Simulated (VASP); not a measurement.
A run of VASP 6.6.1 is set up as follows.

File INCAR:

```
PREC = Accurate
ENCUT = 520
EDIFF = 1E-6
ISMEAR = 0
SIGMA = 0.1
LREAL = F
LASPH = T
NELM = 80
ALGO = Normal
ISIF = 2
LWAVE = F
LCHARG = F
GGA = PE
NBANDS = 49
```

Contents of KPOINTS:

```
Automatic mesh
0
Gamma
  6 6 8
```

File POSCAR:

```
Ba3C2
1.0
    7.3329319052      0.0000000000      0.0000000000
    0.0000000000      7.3329319052      0.0000000000
    0.0000000000      0.0000000000      5.3436465059
Ba C
6 4
Direct
    0.0000000000      0.0000000000      0.0000000000
    0.5000000000      0.5000000000      0.0000000000
    0.1635797609      0.6635797609      0.5000000000
    0.3364202391      0.1635797609      0.5000000000
    0.8364202391      0.3364202391      0.5000000000
    0.6635797609      0.8364202391      0.5000000000
    0.4369441058      0.9369441058      0.0000000000
    0.0630558942      0.4369441058      0.0000000000
    0.5630558942      0.0630558942      0.0000000000
    0.9369441058      0.5630558942      0.0000000000
```

Potentials or basis: VASP PAW PBE potentials, release 64 (Ba_sv, C).

The run is started by

```sh
$ cat potpaw_PBE.64/Ba_sv/POTCAR potpaw_PBE.64/C/POTCAR > POTCAR
$ mpirun -np 1 vasp_std > vasp.out
```

**Question.** Predict the band gap on the k mesh.

**Answer.** Zero (bands 38 and 39 overlap by 0.45 eV).

**Question.** Estimate the pressure.

**Answer.** 0.6 GPa.

**Question.** What does it give for the largest force?

**Answer.** 0.055 eV/Å.

Forces on the atoms (eV/Å):
```
Ba   0.000  0.000  0.000
Ba   0.000  0.000  0.000
Ba   0.039  0.039  0.000
Ba  -0.039  0.039  0.000
Ba  -0.039 -0.039  0.000
Ba   0.039 -0.039  0.000
C   -0.011 -0.011  0.000
C    0.011 -0.011  0.000
C    0.011  0.011  0.000
C   -0.011  0.011  0.000
```

Caveat: spin-orbit coupling is left out, which moves the levels of the heavy elements.
